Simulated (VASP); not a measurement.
Crystal: KCl (Sylvite).

```
CELL_PARAMETERS angstrom
0.00000 3.18788 3.18788
3.18788 0.00000 3.18788
3.18788 3.18788 0.00000
ATOMIC_POSITIONS crystal
K 0.00000 0.00000 0.00000
Cl 0.50000 0.50000 0.50000
```

Base run:

```yaml
Program: VASP 6.6.1
Functional: r2SCAN
Potentials_or_basis: VASP PAW PBE potentials, release 64 (K_sv, Cl)
Cutoff: 520 eV
k_mesh: 7 × 7 × 7
Occupations: fermi-dirac, width 0.05 eV
Spin: no spin polarisation
```

Its results: band gap on the k mesh 5.69 eV, direct; pressure -0.7 GPa.

Q: The run is repeated on the same cell with these changes: functional from r2SCAN to PBE; further incar settings from ALGO = Normal; EDIFF = 1e-07; NBANDS = 15 to ALGO = Normal; EDIFF = 1e-06; NBANDS = 15. What comes out?

A: Band gap on the k mesh 5.05 eV, direct; pressure 0.1 GPa.

Caveats: the PAW data sets were made with another functional, which shifts forces and pressure a little (some runs).

A k mesh can miss the band edges.
